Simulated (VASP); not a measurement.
# N (P2_13) in VASP: a series of runs, part 2 of 2

VASP 6.6.1.

### 3 Single point, r2SCAN, collinear spin, ferromagnetic start (44.25 Å³/atom)

This run uses another cell than the first one, of 44.25 Å³/atom.

The input, POSCAR:

```
N
1.0
    5.6146049495      0.0000000000      0.0000000000
    0.0000000000      5.6146049495      0.0000000000
    0.0000000000      0.0000000000      5.6146049495
N
4
Direct
    0.0003698838      0.0003698838      0.0003698838
    0.4996301162      0.9996301162      0.5003698838
    0.5003698838      0.4996301162      0.9996301162
    0.9996301162      0.5003698838      0.4996301162
```

The input, INCAR.step1:

```
ALGO     = Normal         # electronic algorithm
EDIFF    = 1E-4           # SCF threshold, eV
ENCUT    = 520            # plane-wave cutoff, eV
GGA      = PE             # functional
ISMEAR   = 0              # smearing method
ISPIN    = 2              # spin polarisation
LASPH    = T              # aspherical terms in the spheres
LCHARG   = F              # write CHGCAR
LREAL    = F              # projectors in reciprocal space
LWAVE    = T              # write WAVECAR
MAGMOM   = 3.23 3.23 3.23 3.23 # initial moments
NBANDS   = 22             # bands
NELM     = 150            # most SCF steps
PREC     = Accurate       # precision mode
SIGMA    = 0.02           # smearing width, eV
```

The input, INCAR.step2:

```
ALGO     = Normal         # electronic algorithm
EDIFF    = 1E-6           # SCF threshold, eV
ENCUT    = 520            # plane-wave cutoff, eV
ISIF     = 2              # what is computed and relaxed
ISMEAR   = 0              # smearing method
ISPIN    = 2              # spin polarisation
ISTART   = 1            
LASPH    = T              # aspherical terms in the spheres
LCHARG   = F              # write CHGCAR
LMIXTAU  = T            
LORBIT   = 11             # projections on sites
LREAL    = F              # projectors in reciprocal space
LWAVE    = F              # write WAVECAR
MAGMOM   = 3.23 3.23 3.23 3.23 # initial moments
METAGGA  = R2SCAN         # meta-GGA
NBANDS   = 22             # bands
NELM     = 150            # most SCF steps
PREC     = Accurate       # precision mode
SIGMA    = 0.02           # smearing width, eV
```

The input, KPOINTS:

```
k-points
0
Gamma
  4 4 4
```

Potentials or basis: VASP PAW PBE potentials, release 64 (N).

Run with:

```console
$ cat potpaw_PBE.64/N/POTCAR > POTCAR
$ cp INCAR.step1 INCAR
$ mpirun -np 1 vasp_std > vasp.out
$ cp INCAR.step2 INCAR
$ mpirun -np 1 vasp_std > vasp.out
```

OUTCAR:

```text
EDIFF = 1E-6
   ENCUT = 520
   ISIF = 2
   ISMEAR = 0
   ISPIN = 2
   ISTART = 1
   LASPH = T
   LORBIT = 11
   LREAL = F
   METAGGA = R2SCAN
   NELM = 150
   PREC = Accurate

 ion  position               nearest neighbor table
   1  0.000  0.000  0.000-
   2  0.500  1.000  0.500-
   3  0.500  0.500  1.000-
   4  1.000  0.500  0.500-

  LATTYP: Found a simple cubic cell.
 ALAT       =     5.6146049495

  Lattice vectors:

 A1 = (   5.6146049495,   0.0000000000,   0.0000000000)
 A2 = (   0.0000000000,   5.6146049495,   0.0000000000)
 A3 = (   0.0000000000,   0.0000000000,   5.6146049495)

Analysis of symmetry for initial positions (statically):
=====================================================================
 Subroutine PRICEL returns:
 Original cell was already a primitive cell.

 Routine SETGRP: Setting up the symmetry group for a
 simple cubic supercell.

 Subroutine GETGRP returns: Found 12 space group operations
 (whereof  3 operations were pure point group operations)
 out of a pool of 48 trial point group operations.

The static configuration has the point symmetry C_3 .
 The point group associated with its full space group is T   .

Analysis of symmetry for dynamics (positions and initial velocities):
=====================================================================
 Subroutine PRICEL returns:
 Original cell was already a primitive cell.

 Routine SETGRP: Setting up the symmetry group for a
 simple cubic supercell.

 Subroutine GETGRP returns: Found 12 space group operations
 (whereof  3 operations were pure point group operations)
 out of a pool of 48 trial point group operations.

The dynamic configuration has the point symmetry C_3 .
 The point group associated with its full space group is T   .

Analysis of structural, dynamic, and magnetic symmetry:
=====================================================================
 Subroutine PRICEL returns:
 Original cell was already a primitive cell.

 Routine SETGRP: Setting up the symmetry group for a
 simple cubic supercell.

 Subroutine GETGRP returns: Found 12 space group operations
 (whereof  3 operations were pure point group operations)
 out of a pool of 48 trial point group operations.

The overall configuration has the point symmetry C_3 .
 The point group associated with its full space group is T   .

 Subroutine INISYM returns: Found 12 space group operations
 (whereof  3 operations are pure point group operations),
 and found     1 'primitive' translations

----------------------------------------------------------------------------------------

                                     Primitive cell

  volume of cell :     176.9936

  direct lattice vectors                    reciprocal lattice vectors
     5.614604950  0.000000000  0.000000000     0.178106921  0.000000000  0.000000000
     0.000000000  5.614604950  0.000000000     0.000000000  0.178106921  0.000000000
     0.000000000  0.000000000  5.614604950     0.000000000  0.000000000  0.178106921

  length of vectors
[... 65 lines left out ...]
   ICHARG =      0    charge: 1-file 2-atom 10-const
   ISPIN  =      2    spin polarized calculation?
   LNONCOLLINEAR =      F non collinear calculations
   LSORBIT =      F    spin-orbit coupling
   LASPH  =      T    aspherical Exc in radial PAW
   ENCUT  =  520.0 eV  38.22 Ry    6.18 a.u.  10.44 10.44 10.44*2*pi/ulx,y,z
   NELM   =    150;   NELMIN=  2; NELMDL=  0     # of ELM steps
   EDIFF  = 0.1E-05   stopping-criterion for ELM
   LREAL  =      F    real-space projection
   EDIFFG = 0.1E-04   stopping-criterion for IOM
   NSW    =      0    number of steps for IOM
   IBRION =     -1    ionic relax: 0-MD 1-quasi-New 2-CG
   NFREE  =      0    steps in history (QN), initial steepest desc. (CG)
   ISIF   =      2    stress and relaxation
   ISYM   =      2    0-nonsym 1-usesym 2-fastsym
   POTIM  = 0.5000    time-step for ionic-motion
   TEBEG  =    0.0;   TEEND  =   0.0 temperature during run
   PSTRESS=    0.0 pullay stress
   NELECT =      20.0000    total number of electrons
   NUPDOWN=      -1.0000    fix difference up-down
   EMIN   =  10.00;   EMAX   =-10.00  energy-range for DOS
   EFERMI =   0.00;   METHOD = LEGACY
   ISMEAR =     0;   SIGMA  =   0.02  broadening in eV -4-tet -1-fermi 0-gaus
   EFERMI_NEDOS =   21; number of points for ismear=-14 and -15
   IALGO  =     38    algorithm
   IMIX   =      4    mixing-type and parameters
     AMIX     =   0.40;   BMIX     =  1.00
     AMIX_MAG =   1.60;   BMIX_MAG =  1.00
  volume/ion in A,a.u.               =      44.25       298.60
  Fermi-wavevector in a.u.,A,eV,Ry     =   0.791466  1.495654  8.522941  0.626419
  Thomas-Fermi vector in A             =   1.897012
   LORBIT       =     11    0 simple, 1 ext, 2 COOP (PROOUT), +10 PAW based schemes
   METAGGA = R2SCAN    functional components
   LHFCALC =     F    Hartree Fock is set to
   AEXX    =    0.0000 exact exchange contribution
   IVDW    =     0    specifies the selected vdW correction
   LEPSILON=     F    determine dielectric tensor
   LRPA    =     F    only Hartree local field effects (RPA)
 spin polarized calculation
 Gauss-broadening in eV      SIGMA  =   0.02
  energy-cutoff  :      520.00
  volume of cell :      176.99
 maximum number of plane-waves:      4782
 NGX is ok and might be reduce to    42
   NGX = 21   NGY = 21   NGZ = 21

 number of electron      19.9999994 magnetization      11.9999985

 Free energy of the ion-electron system (eV)
  ---------------------------------------------------
  ext. energy  EPLUGINS =         0.00000000
  ---------------------------------------------------
  free energy    TOTEN  =       -17.77234439 eV

  energy without entropy =      -17.77234439  energy(sigma->0) =      -17.77234439

 E-fermi :  -6.6664     XC(G=0):  -4.2432

 val. band max:       -6.8107862444   @ k =   0.0000   0.0000   0.0000
 cond. band min:      -2.2034804749   @ k =   0.5000   0.5000   0.5000
 fundamental gap:      4.6073057695
 Fermi energy:        -6.6664318106

 spin component 1

 k-point     1 :       0.0000    0.0000    0.0000
  band No.  band energies     occupation
      1     -19.6738      1.00000
      2     -19.5180      1.00000
      3     -19.5180      1.00000
      4     -19.5180      1.00000
      5      -7.4105      1.00000
      6      -7.4105      1.00000
[... 264 lines left out ...]
     21       4.8274      0.00000
     22       4.8274      0.00000
 Fermi energy:        -6.6664318106

 spin component 2

 k-point     1 :       0.0000    0.0000    0.0000
  band No.  band energies     occupation
      1     -13.6230      1.00000
      2     -13.3199      1.00000
      3     -13.3199      1.00000
      4     -13.3199      1.00000
      5      -2.0274      0.00000
      6      -2.0274      0.00000
[... 264 lines left out ...]
     21       8.0536      0.00000
     22       8.0536      0.00000

------------------------ aborting loop because EDIFF is reached ----------------------------------------

  FORCE on cell =-STRESS in cart. coord.  units (eV):
  Direction    XX          YY          ZZ          XY          YZ          ZX
  --------------------------------------------------------------------------------------
  -------------------------------------------------------------------------------------
  Total       -0.1481987     -0.1481987     -0.1481987      0.0000000      0.0000000      0.0000000
  in kB       -1.3415207     -1.3415207     -1.3415207      0.0000000      0.0000000      0.0000000
  external PRESSURE =      -1.3415207 kB  Pullay stress =       0.0000000 kB

 VOLUME and BASIS-vectors are now :
 -----------------------------------------------------------------------------
  energy-cutoff  :      520.00
  volume of cell :      176.99
      direct lattice vectors                 reciprocal lattice vectors
     5.614604950  0.000000000  0.000000000     0.178106921  0.000000000  0.000000000
     0.000000000  5.614604950  0.000000000     0.000000000  0.178106921  0.000000000
     0.000000000  0.000000000  5.614604950     0.000000000  0.000000000  0.178106921

 POSITION                                       TOTAL-FORCE (eV/Angst)
 -----------------------------------------------------------------------------------
      0.00208      0.00208      0.00208        -0.000072     -0.000072     -0.000072
      2.80523      5.61253      2.80938         0.000072      0.000072     -0.000072
      2.80938      2.80523      5.61253        -0.000072      0.000072      0.000072
      5.61253      2.80938      2.80523         0.000072     -0.000072      0.000072
 -----------------------------------------------------------------------------------
    total drift:                                0.000000      0.000000      0.000000

  FREE ENERGIE OF THE ION-ELECTRON SYSTEM (eV)
  ---------------------------------------------------
  free  energy   TOTEN  =       -17.7723443945 eV

  energy  without entropy=      -17.7723443945  energy(sigma->0) =      -17.77234439

 total charge

# of ion       s       p       d       tot
------------------------------------------
    1        1.360   1.938   0.000   3.297
    2        1.360   1.938   0.000   3.297
    3        1.360   1.938   0.000   3.297
    4        1.360   1.938   0.000   3.297
--------------------------------------------------
tot          5.439   7.750   0.000  13.189

 magnetization (x)

# of ion       s       p       d       tot
------------------------------------------
    1        0.048   1.938   0.000   1.986
    2        0.048   1.938   0.000   1.986
    3        0.048   1.938   0.000   1.986
    4        0.048   1.938   0.000   1.986
--------------------------------------------------
tot          0.194   7.750   0.000   7.944
```

Run time: 8.2 min. Hardware: 1 thread of Oxide Virtual Turin-like, shared host; peak memory 0.32 GiB.

What came out:

```
Free energy                                           : -17.7723 eV
Pressure                                              : -0.1 GPa
Band gap on the k mesh                                : 4.61 eV
Net moment                                            : 12.00 μB per cell
Site moments                                          : N +1.99 μB
Valence electrons inside the program's atomic spheres : N 3.30
```

Caveat: the PAW data sets were made with another functional, which shifts forces and pressure a little. A k mesh can miss the band edges.

### 4 Single point, r2SCAN, collinear spin, ferromagnetic start (45.54 Å³/atom)

This run uses another cell than the first one, of 45.54 Å³/atom.

The input, POSCAR:

```
N
1.0
    5.6685948476      0.0000000000      0.0000000000
    0.0000000000      5.6685948476      0.0000000000
    0.0000000000      0.0000000000      5.6685948476
N
4
Direct
    0.0003698838      0.0003698838      0.0003698838
    0.4996301162      0.9996301162      0.5003698838
    0.5003698838      0.4996301162      0.9996301162
    0.9996301162      0.5003698838      0.4996301162
```

The input, INCAR.step1:

```
SYSTEM = N
PREC = Accurate
ENCUT = 520
ISMEAR = 0
SIGMA = 0.02
LREAL = .FALSE.
LASPH = .TRUE.
NELM = 150
ISPIN = 2
MAGMOM = 3.23 3.23 3.23 3.23
NBANDS = 22
GGA = PE
ALGO = Normal
EDIFF = 1E-4
LWAVE = .TRUE.
LCHARG = .FALSE.
```

The input, INCAR.step2:

```
SYSTEM = N
PREC = Accurate
ENCUT = 520
EDIFF = 1E-6
ISMEAR = 0
SIGMA = 0.02
LREAL = .FALSE.
LASPH = .TRUE.
NELM = 150
ALGO = Normal
ISIF = 2
LWAVE = .FALSE.
LCHARG = .FALSE.
ISPIN = 2
MAGMOM = 3.23 3.23 3.23 3.23
LORBIT = 11
METAGGA = R2SCAN
LMIXTAU = .TRUE.
NBANDS = 22
ISTART = 1
```

The input, KPOINTS:

```
regular mesh
0
G
  4 4 4
  0 0 0
```

Run with:

```console
$ cat potpaw_PBE.64/N/POTCAR > POTCAR
$ cp INCAR.step1 INCAR
$ mpirun -np 1 vasp_std > vasp.out
$ cp INCAR.step2 INCAR
$ mpirun -np 1 vasp_std > vasp.out
```

It took 8.4 min on 1 thread of Oxide Virtual Turin-like, shared host; peak memory 0.33 GiB.

The run converged. Its results:

```yaml
Free_energy: -17.7716 eV
Pressure: -0.1 GPa
Band_gap_on_the_k_mesh: 4.66 eV
Net_moment: 12.00 μB per cell
Site_moments: N +1.99 μB
Valence_electrons_inside_the_program's_atomic_spheres: N 3.30
```

Levels at points of the mesh, in eV from the valence-band top:
Spin up:
```csv
k point,band 13,band 14,band 15,band 16,band 17,band 18,band 19,band 20
"(0.00, 0.00, 0.00)",-0.20,0.00,0.00,0.00,8.02,11.77,11.77,11.77
"(0.50, 0.00, 0.00)",-0.10,-0.10,-0.10,-0.10,9.39,9.39,12.36,12.36
"(0.50, 0.50, 0.00)",-0.07,-0.07,-0.07,-0.07,10.55,10.55,10.55,10.55
"(0.50, 0.50, 0.50)",-0.07,-0.07,-0.07,-0.07,11.55,11.55,11.55,11.55
```
Spin down:
| k point | band 2 | band 3 | band 4 | band 5 | band 6 | band 7 |
| --- | --- | --- | --- | --- | --- | --- |
| (0.00, 0.00, 0.00) | -6.50 | -6.50 | -6.50 | 4.83 | 4.83 | 4.83 |
| (0.50, 0.00, 0.00) | -6.64 | -6.50 | -6.50 | 5.20 | 5.20 | 5.20 |
| (0.50, 0.50, 0.00) | -6.57 | -6.57 | -6.57 | 5.01 | 5.01 | 5.01 |
| (0.50, 0.50, 0.50) | -6.57 | -6.57 | -6.57 | 4.66 | 4.66 | 4.66 |

Caveat: the PAW data sets were made with another functional, which shifts forces and pressure a little.

### 5 Overview

```csv
cell,gap on the mesh (eV),pressure (GPa),moment (μB)
"a = 5.560 Å, 4 atoms",4.55,-0.1,12.00
"a = 5.615 Å, 4 atoms",4.61,-0.1,12.00
"a = 5.669 Å, 4 atoms",4.66,-0.1,12.00
```

Alike in all rows: task single point; level r2SCAN; potentials or basis VASP PAW PBE potentials, release 64 (N); spin collinear, ferromagnetic start; k mesh 4 × 4 × 4; cutoff (eV) 520; smearing gaussian 0.02 eV.

Caveats: the PAW data sets were made with another functional, which shifts forces and pressure a little.

Absolute energies hang on the potentials; compare differences alone.
